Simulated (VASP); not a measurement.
Input of a VASP 6.6.1 run:

File INCAR:

```
SYSTEM = Na3SF
  PREC = Accurate
  ENCUT = 600
  EDIFF = 1E-6
  ISMEAR = 0
  SIGMA = 0.1
  LREAL = .FALSE.
  LASPH = .TRUE.
  NELM = 60
  ALGO = Normal
  ISIF = 3
  LWAVE = .FALSE.
  LCHARG = .FALSE.
  GGA = PE
  IBRION = 2
  NSW = 80
  EDIFFG = -0.025
```

File KPOINTS:

```
regular mesh
0
G
  4 4 2
  0 0 0
```

File POSCAR:

```
Na3SF
1.0
   -4.4250851653      0.0401037475     -0.0017277443
   -0.0017277443      0.0206690621     -4.4872034524
    0.0802074949     -9.0282335232      0.0413381242
Na S F
6 2 2
Direct
    0.4954580479     -0.0009036422     -0.0057393292
    0.4909260771      0.0067368708      0.4916545302
    0.0095528720     -0.0111553021      0.7518456360
    0.0053901154      0.0064481579      0.2530233866
    0.0095325956      0.4806118628      0.0004085792
   -0.0014804091      0.4800895106      0.4953942512
    0.5088207857      0.5048777086      0.7527433010
    0.4908959313      0.4963453437      0.2626514696
   -0.0083348574      0.0135729724      0.0022245727
   -0.0007611585      0.0233765175      0.4957936025
```

Potentials or basis: VASP PAW PBE potentials, release 64 (Na_pv, S, F).

Command:

```console
$ cat potpaw_PBE.64/Na_pv/POTCAR potpaw_PBE.64/S/POTCAR potpaw_PBE.64/F/POTCAR > POTCAR
$ mpirun -np 1 vasp_std > vasp.out
```

**Question.** What does it give for the space group after relaxing (to 0.1 Å)?

**Answer.** Pm-3m (No. 221).

**Question.** Estimate the band gap on the k mesh.

**Answer.** 2.35 eV.

Forces in eV/Å, atoms in the order of the input:
```
Na   0.005 -0.019 -0.002
Na   0.000 -0.006  0.005
Na   0.003  0.001 -0.013
Na   0.002 -0.006  0.006
Na   0.002 -0.006  0.005
Na  -0.003  0.001  0.003
S    0.000  0.015  0.005
S   -0.013  0.008  0.000
F    0.008  0.005 -0.006
F   -0.003  0.007 -0.002
```

A k mesh can miss the band edges.
